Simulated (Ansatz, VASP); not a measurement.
## One calculation of GaN, two programs

```
Ga N
1.0
     1.58255    2.74106    0.00000
    -1.58255    2.74106    0.00000
     0.00000    0.00000    5.14851
Ga N
2 2
Cartesian
  0.0000 3.6547 0.0000
  0.0000 1.8274 2.5743
  0.0000 3.6547 1.9307
  0.0000 1.8274 4.5049
```

Alike in both runs: task single point; functional PBE; k mesh 9 × 9 × 5; no spin polarisation.

|  | VASP | Ansatz |
| --- | --- | --- |
| version | VASP 6.6.1 | Ansatz 0.2.0 |
| potentials or method | VASP PAW PBE potentials, release 64 (Ga_d, N), cutoff 520 eV | PAW plane waves |
| occupations | fermi-dirac, width 0.1 eV | fermi-dirac |
| valence electrons in the cell | 36 | 36 |

```csv
,VASP,Ansatz,Ansatz less VASP
pressure (GPa),10.0,10.0,+0.02
"traceless stress, the component that is largest in VASP (GPa)",1.16,1.15,-0.014
rms of the force components (eV/Å),0.070,0.072,+0.0014
```

Atom by atom the forces differ by 0.001 eV/Å (rms over components). Ansatz's warnings: structure snapped to symmetry.
